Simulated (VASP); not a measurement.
SiI:

```
Si I
1.0
     0.00000    3.03462    3.03462
     3.03462    0.00000    3.03462
     3.03462    3.03462    0.00000
Si I
1 1
Direct
  0.00000 0.00000 0.00000
  0.25000 0.25000 0.25000
```

- Program: VASP 6.6.1
- Task: relaxation of cell and atoms
- Functional: LDA
- Potentials or basis: VASP PAW LDA potentials, release 64 (Si, I)
- Cutoff: 500 eV
- k mesh: 5 × 5 × 5
- Occupations: fermi-dirac, width 0.1 eV
- Spin: no spin polarisation

At the start: pressure 14.0 GPa; volume 27.95 Å³/atom.

Task: How do energy, volume and symmetry change on relaxing?

Result: Over 5 steps the energy falls by 337.8 meV/atom and the volume is 37.87 Å³/atom (+35.5 %); space group F-43m (No. 216, to 0.1 Å) before and after.

Step by step:
```csv
step,energy change (eV),largest force (eV/Å),pressure (GPa),volume (Å³)
1,0.0000,0.0000,14.01,55.89
2,-0.6702,0.0000,-0.72,78.09
3,-0.6755,0.0000,0.09,75.43
4,-0.6756,0.0000,-0.05,75.87
5,-0.6756,0.0000,-0.01,75.75
```

Final structure:
```cif
data_structure
_symmetry_space_group_name_H-M 'P 1'
_symmetry_Int_Tables_number 1
_cell_length_a 4.7492
_cell_length_b 4.7492
_cell_length_c 4.7492
_cell_angle_alpha 60.000
_cell_angle_beta 60.000
_cell_angle_gamma 60.000
_cell_volume 75.75
loop_
_atom_site_label
_atom_site_type_symbol
_atom_site_fract_x
_atom_site_fract_y
_atom_site_fract_z
_atom_site_occupancy
Si1 Si 0.00000 0.00000 0.00000 1
I1 I 0.25000 0.25000 0.25000 1
```

Caveat: the volume moved by over 15 % at a fixed basis, so the end points are rough; an odd number of electrons without spin polarisation forces a metal; a magnetic or distorted state may lie lower.
